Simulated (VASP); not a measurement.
# Ti4Al12H (a cell with a defect) in VASP: single point with PBE

Aim: the single point of Ti4Al12H (a cell with a defect) with PBE.

All numbers are computed with VASP 6.6.1; they aren't measurements. Logs are shortened: lines on timing, memory, paths and dates and some standing lists are left out, and cuts for length are marked.

## Step 1: The cell of the first run

The cell holds a defect, 17 atoms: a = 6.893 Å, b = 6.893 Å, c = 6.893 Å, α = 109.47°, β = 109.47°, γ = 109.47°.

## Step 2: Single point, PBE

INCAR reads:

```
SYSTEM = Ti4Al12H
  PREC = Accurate
  ENCUT = 520
  EDIFF = 1E-7
  ISMEAR = 0
  SIGMA = 0.1
  LREAL = Auto
  LASPH = .True.
  NELM = 100
  ALGO = Normal
  ISIF = 2
  LWAVE = .False.
  LCHARG = .True.
  GGA = PE
  LELF = .True.
  LVHAR = .True.
  NBANDS = 56
```

KPOINTS reads:

```
Automatic mesh
0
Gamma
  4 4 4
  0.5 0.5 0.5
```

POSCAR reads:

```
Ti4Al12H
1.0
   -3.9797267063      3.9797267063      3.9797267063
    3.9797267063     -3.9797267063      3.9797267063
    3.9797267063      3.9797267063     -3.9797267063
Ti Al H
4 12 1
Direct
    0.4881024863      0.4902214760     -0.0000090458
    0.0097904964      0.0119103656     -0.0000089202
    0.0001348083      0.4998927431      0.4999958909
    0.5001245429     -0.0001177217      0.4999955140
    0.2499842510      0.2500417927      0.4999830759
    0.7499924543      0.7500498703      0.5000010420
    0.7488809458      0.2508248866     -0.0000037691
    0.2492054287      0.7511685401     -0.0000037691
    0.2515798380      0.5134299792      0.2649779942
    0.7487502836     -0.0037742541      0.2449311402
    0.7489363517      0.5041800978      0.7530698013
    0.2505081564     -0.0086047366      0.7418691578
    0.5086360570      0.2495281896      0.2581299109
   -0.0041378469      0.7511006963      0.2469162012
   -0.0134203939      0.2484550003      0.7350028572
    0.5038148717      0.7512857592      0.7550557417
    0.2301165551      0.2698356142     -0.0000648286
```

Potentials or basis: VASP PAW PBE potentials, release 64 (Ti_sv, Al, H).

Launch:

```console
$ cat potpaw_PBE.64/Ti_sv/POTCAR potpaw_PBE.64/Al/POTCAR potpaw_PBE.64/H/POTCAR > POTCAR
$ mpirun -np 1 vasp_std > vasp.out
```

OUTCAR:

```text
SYSTEM = Ti4Al12H
   PREC = Accurate
   ENCUT = 520
   EDIFF = 1E-7
   ISMEAR = 0
   LREAL = Auto
   LASPH = .True.
   NELM = 100
   ISIF = 2
   GGA = PE

 ion  position               nearest neighbor table
   1  0.488  0.490  1.000-  12 2.81  13 2.81   8 2.81   5 2.82   6 2.82   7 2.82   9 2.83  15 2.83
                            16 2.85  10 2.85  11 2.86  14 2.86
   2  0.010  0.012  1.000-  12 2.81  13 2.81   7 2.81   6 2.82   5 2.82   8 2.82   9 2.83  15 2.83
                            16 2.85  10 2.85  11 2.86  14 2.86
   3  0.000  0.500  0.500-  15 2.74   9 2.74  13 2.77  12 2.77   5 2.81   7 2.81   8 2.81   6 2.82
                            10 2.83  16 2.83  11 2.84  14 2.84
   4  0.500  1.000  0.500-   9 2.74  15 2.74  12 2.77  13 2.77   6 2.81   8 2.81   7 2.81   5 2.82
                            16 2.83  10 2.83  14 2.84  11 2.84
   5  0.250  0.250  0.500-   9 2.81  15 2.81  14 2.81  11 2.81   3 2.81   2 2.82   1 2.82   4 2.82
                            13 2.82  12 2.82  10 2.82  16 2.82
   6  0.750  0.750  0.500-  15 2.81   9 2.81  11 2.81  14 2.81   4 2.81   2 2.82   1 2.82   3 2.82
                            12 2.82  13 2.82  16 2.82  10 2.82
   7  0.749  0.251  1.000-  12 2.81  13 2.81  10 2.81  16 2.81   3 2.81   4 2.81   2 2.81  14 2.82
                            11 2.82   1 2.82  15 2.83   9 2.83
   8  0.249  0.751  1.000-  12 2.81  13 2.81  10 2.81  16 2.81   4 2.81   3 2.81   1 2.81  14 2.82
                            11 2.82   2 2.82  15 2.83   9 2.83
   9  0.252  0.513  0.265-  17 1.95   4 2.74   3 2.74  16 2.76  14 2.78   5 2.81   6 2.81   1 2.83
                             2 2.83   7 2.83   8 2.83  13 2.93  15 2.98
  10  0.749  0.996  0.245-  16 2.76  15 2.76  14 2.77  13 2.78   7 2.81   8 2.81   5 2.82   6 2.82
                             3 2.83   4 2.83   2 2.85   1 2.85
  11  0.749  0.504  0.753-  16 2.77  15 2.78  14 2.78  13 2.79   6 2.81   5 2.81   8 2.82   7 2.82
                             3 2.84   4 2.84   2 2.86   1 2.86
  12  0.251  0.991  0.742-   4 2.77   3 2.77  16 2.78  14 2.79   8 2.81   7 2.81   1 2.81   2 2.81
                             6 2.82   5 2.82  13 2.91  15 2.93
  13  0.509  0.250  0.258-   3 2.77   4 2.77  10 2.78  11 2.79   8 2.81   7 2.81   1 2.81   2 2.81
                             5 2.82   6 2.82  12 2.91   9 2.93
  14  0.996  0.751  0.247-  10 2.77   9 2.78  11 2.78  12 2.79   5 2.81   6 2.81   8 2.82   7 2.82
                             4 2.84   3 2.84   2 2.86   1 2.86
  15  0.987  0.248  0.735-  17 1.95   3 2.74   4 2.74  10 2.76  11 2.78   6 2.81   5 2.81   1 2.83
                             2 2.83   7 2.83   8 2.83  12 2.93   9 2.98
  16  0.504  0.751  0.755-  10 2.76   9 2.76  11 2.77  12 2.78   7 2.81   8 2.81   6 2.82   5 2.82
                             4 2.83   3 2.83   2 2.85   1 2.85
  17  0.230  0.270  1.000-  15 1.95   9 1.95

  LATTYP: Found a body centered cubic cell.
 ALAT       =     7.9594534126

  Lattice vectors:

 A1 = (  -3.9797267063,   3.9797267063,   3.9797267063)
 A2 = (   3.9797267063,  -3.9797267063,   3.9797267063)
 A3 = (   3.9797267063,   3.9797267063,  -3.9797267063)

Analysis of symmetry for initial positions (statically):
=====================================================================
 Subroutine PRICEL returns:
 Original cell was already a primitive cell.

 Routine SETGRP: Setting up the symmetry group for a
 body centered cubic supercell.

 Subroutine GETGRP returns: Found  1 space group operations
 (whereof  1 operations were pure point group operations)
 out of a pool of 48 trial point group operations.

The static configuration has the point symmetry C_1 .

Analysis of symmetry for dynamics (positions and initial velocities):
=====================================================================
 Subroutine PRICEL returns:
 Original cell was already a primitive cell.

 Routine SETGRP: Setting up the symmetry group for a
 body centered cubic supercell.

 Subroutine GETGRP returns: Found  1 space group operations
 (whereof  1 operations were pure point group operations)
 out of a pool of 48 trial point group operations.

The dynamic configuration has the point symmetry C_1 .

 Subroutine INISYM returns: Found  1 space group operations
 (whereof  1 operations are pure point group operations),
 and found     1 'primitive' translations

----------------------------------------------------------------------------------------

                                     Primitive cell

  volume of cell :     252.1272

  direct lattice vectors                    reciprocal lattice vectors
    -3.979726706  3.979726706  3.979726706     0.000000000  0.125636768  0.125636768
     3.979726706 -3.979726706  3.979726706     0.125636768  0.000000000  0.125636768
     3.979726706  3.979726706 -3.979726706     0.125636768  0.125636768  0.000000000

  length of vectors
     6.893088856  6.893088856  6.893088856     0.177677221  0.177677221  0.177677221
[... 54 lines left out ...]

  Length of vectors
     0.044419305  0.044419305  0.044419305

  Shift w.r.t. Gamma in fractional coordinates (k-lattice)
     0.500000000  0.500000000  0.500000000

 Subroutine IBZKPT returns following result:
 ===========================================

 Found     32 irreducible k-points:

 Following reciprocal coordinates:
            Coordinates               Weight
  0.125000  0.125000  0.125000      2.000000
  0.375000 -0.125000 -0.125000      2.000000
  0.125000  0.125000 -0.375000      2.000000
 -0.125000  0.375000 -0.125000      2.000000
  0.375000  0.125000  0.125000      2.000000
  0.125000  0.375000  0.125000      2.000000
[... 16 lines left out ...]
  0.375000  0.125000 -0.125000      2.000000
 -0.125000  0.125000  0.375000      2.000000
 [... further k-points ...]
   k-points           NKPTS =     32   k-points in BZ     NKDIM =     32   number of bands    NBANDS=     56
   number of dos      NEDOS =    301   number of ions     NIONS =     17
   total plane-waves  NPLWV = 157464
   dimension x,y,z NGX =    54 NGY =   54 NGZ =   54
   dimension x,y,z NGXF=   108 NGYF=  108 NGZF=  108
   ions per type =               4  12   1
   NGX,Y,Z   is equivalent  to a cutoff of  13.02, 13.02, 13.02 a.u.
   NGXF,Y,Z  is equivalent  to a cutoff of  26.05, 26.05, 26.05 a.u.
 SYSTEM =  Ti4Al12H
   PREC   = accura    normal or accurate (medium, high low for compatibility)
   ISTART =      0    job   : 0-new  1-cont  2-samecut
   ICHARG =      2    charge: 1-file 2-atom 10-const
   ISPIN  =      1    spin polarized calculation?
   LNONCOLLINEAR =      F non collinear calculations
   LSORBIT =      F    spin-orbit coupling
   LASPH  =      T    aspherical Exc in radial PAW
   ENCUT  =  520.0 eV  38.22 Ry    6.18 a.u.  12.82 12.82 12.82*2*pi/ulx,y,z
   NELM   =    100;   NELMIN=  2; NELMDL= -5     # of ELM steps
   EDIFF  = 0.1E-06   stopping-criterion for ELM
   LREAL  =      T    real-space projection
   EDIFFG = 0.1E-05   stopping-criterion for IOM
   NSW    =      0    number of steps for IOM
   IBRION =     -1    ionic relax: 0-MD 1-quasi-New 2-CG
   NFREE  =      0    steps in history (QN), initial steepest desc. (CG)
   ISIF   =      2    stress and relaxation
   ISYM   =      2    0-nonsym 1-usesym 2-fastsym
   POTIM  = 0.5000    time-step for ionic-motion
   TEBEG  =    0.0;   TEEND  =   0.0 temperature during run
   PSTRESS=    0.0 pullay stress
   NELECT =      85.0000    total number of electrons
   NUPDOWN=      -1.0000    fix difference up-down
   EMIN   =  10.00;   EMAX   =-10.00  energy-range for DOS
   EFERMI =   0.00;   METHOD = LEGACY
   ISMEAR =     0;   SIGMA  =   0.10  broadening in eV -4-tet -1-fermi 0-gaus
   EFERMI_NEDOS =   21; number of points for ismear=-14 and -15
   IALGO  =     38    algorithm
   IMIX   =      4    mixing-type and parameters
     AMIX     =   0.40;   BMIX     =  1.00
     AMIX_MAG =   1.60;   BMIX_MAG =  1.00
  volume/ion in A,a.u.               =      14.83       100.08
  Fermi-wavevector in a.u.,A,eV,Ry     =   1.139396  2.153146 17.663389  1.298222
  Thomas-Fermi vector in A             =   2.276099
   LORBIT       =      0    0 simple, 1 ext, 2 COOP (PROOUT), +10 PAW based schemes
   GGA     = PE    functional components
   LHFCALC =     F    Hartree Fock is set to
   AEXX    =    0.0000 exact exchange contribution
   IVDW    =     0    specifies the selected vdW correction
   LEPSILON=     F    determine dielectric tensor
   LRPA    =     F    only Hartree local field effects (RPA)
 non-spin polarized calculation
 Gauss-broadening in eV      SIGMA  =   0.10
  energy-cutoff  :      520.00
  volume of cell :      252.13
 maximum number of plane-waves:      6798
 NGX is ok and might be reduce to    54
   NGX = 25   NGY = 25   NGZ = 25

 number of electron      84.9999995 magnetization

 Free energy of the ion-electron system (eV)
  ---------------------------------------------------
  ext. energy  EPLUGINS =         0.00000000
  ---------------------------------------------------
  free energy    TOTEN  =       -84.55819109 eV

  energy without entropy =      -84.49854119  energy(sigma->0) =      -84.52836614

 E-fermi :   8.9916     XC(G=0): -10.8020

 val. band max:        8.9915921850   @ k =   0.1250   0.3750   0.1250
 cond. band min:       8.9916058029   @ k =  -0.3750  -0.1250  -0.3750
 fundamental gap:      0.0000136179
 Fermi energy:         8.9916053285

 k-point     1 :       0.1250    0.1250    0.1250
  band No.  band energies     occupation
      1     -48.0013      2.00000
      2     -48.0002      2.00000
      3     -47.9674      2.00000
      4     -47.9669      2.00000
      5     -24.3739      2.00000
      6     -24.3478      2.00000
[... 1357 lines left out ...]
     53      10.9325      0.00000
     54      10.9955      0.00000

 [... further k-points ...]

 [bands above 54 left out]

------------------------ aborting loop because EDIFF is reached ----------------------------------------

  FORCE on cell =-STRESS in cart. coord.  units (eV):
  Direction    XX          YY          ZZ          XY          YZ          ZX
  --------------------------------------------------------------------------------------
  -------------------------------------------------------------------------------------
  Total        2.6427438      2.6432707      1.1007073      0.0160852     -0.0004483      0.0004268
  in kB       16.7936813     16.7970296      6.9945970      0.1022156     -0.0028488      0.0027122
  external PRESSURE =      13.5284360 kB  Pullay stress =       0.0000000 kB

 VOLUME and BASIS-vectors are now :
 -----------------------------------------------------------------------------
  energy-cutoff  :      520.00
  volume of cell :      252.13
      direct lattice vectors                 reciprocal lattice vectors
    -3.979726706  3.979726706  3.979726706     0.000000000  0.125636768  0.125636768
     3.979726706 -3.979726706  3.979726706     0.125636768  0.000000000  0.125636768
     3.979726706  3.979726706 -3.979726706     0.125636768  0.125636768  0.000000000

 POSITION                                       TOTAL-FORCE (eV/Angst)
 -----------------------------------------------------------------------------------
      3.98812      3.97126     -0.08623        -0.003537      0.001985      0.038370
      3.98813      3.97125     -3.89333        -0.003615      0.002054     -0.038112
      3.97875      0.00095      0.00013         0.005891     -0.005511     -0.000171
      3.97874      0.00095      3.97977         0.005915     -0.005506      0.000532
      1.99003      1.98957      0.00017        -0.002543      0.003659     -0.000255
      1.99010      1.98964      3.97989        -0.003407      0.002787     -0.000160
[... 9 lines left out ...]
      3.98978      2.02005      1.99004         0.001396     -0.003181     -0.000440
      4.13754      3.82140     -1.98980         0.020173     -0.019927      0.000414
 -----------------------------------------------------------------------------------
    total drift:                                0.010324     -0.012849     -0.001718

  FREE ENERGIE OF THE ION-ELECTRON SYSTEM (eV)
  ---------------------------------------------------
  free  energy   TOTEN  =       -84.5581910897 eV

  energy  without entropy=      -84.4985411950  energy(sigma->0) =      -84.52836614
```

Wall time 16 min (1 thread of Intel Xeon Platinum 8559C (Emerald Rapids), shared host); peak memory 0.54 GiB.

What came out:

| Property | Result |
| --- | --- |
| Free energy | -84.5582 eV |
| Pressure | 1.4 GPa |
| Largest force | 0.039 eV/Å |
| Band gap on the k mesh | zero (an odd number of electrons rules out a gap without spin polarisation) |

Forces on the atoms (eV/Å):
```
Ti  -0.004  0.002  0.038
Ti  -0.004  0.002 -0.038
Ti   0.006 -0.006  0.000
Ti   0.006 -0.006  0.001
Al  -0.003  0.004  0.000
Al  -0.003  0.003  0.000
Al  -0.001  0.001  0.000
Al  -0.002  0.002 -0.001
Al   0.004 -0.003  0.000
Al   0.003 -0.001  0.000
Al  -0.006  0.006  0.000
Al  -0.012  0.005  0.000
Al  -0.005  0.012  0.000
Al  -0.006  0.006  0.000
Al   0.003 -0.003  0.000
Al   0.001 -0.003  0.000
H    0.020 -0.020  0.000
```
